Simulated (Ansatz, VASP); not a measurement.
## Two plane-wave programs on GaO

```
Ga O
1.0
     3.10466    0.00000    0.00000
    -1.55233    2.68872    0.00000
     0.00000    0.00000   13.91460
Ga O
4 4
Cartesian
  0.0000 1.7925 2.2260
  1.5523 0.8962 9.1833
  0.0000 1.7925 4.7313
  1.5523 0.8962 11.6887
  0.0000 1.7925 8.4554
  1.5523 0.8962 1.4981
  0.0000 1.7925 12.4165
  1.5523 0.8962 5.4592
```

Alike in both runs: functional PBE; k mesh 12 × 12 × 2; no spin polarisation.

Ansatz relaxed the structure, and its values are those at the end. VASP's run is a single point on that final structure, the one shown.

```csv
,VASP,Ansatz
version,VASP 6.6.1,Ansatz 0.2.0
potentials or method,"VASP PAW PBE potentials, release 64 (Ga_d, O), cutoff 520 eV","scalar-relativistic, plane waves, PAW"
occupations,"gaussian, width 0.01 eV",fixed
valence electrons in the cell,76,76
```

VASP gave:

| Property | Result |
| --- | --- |
| gap on the k mesh at the Fermi level (eV) | 1.19 |
| least direct gap on the mesh (eV) | 1.36 |
| pressure (GPa) | 0.5 |
| rms of the force components (eV/Å) | 0.026 |

What did Ansatz give for the same quantities?

gap on the k mesh at the Fermi level (eV): 1.21; least direct gap on the mesh (eV): 1.37; pressure (GPa): 0.0; rms of the force components (eV/Å): 0.000.
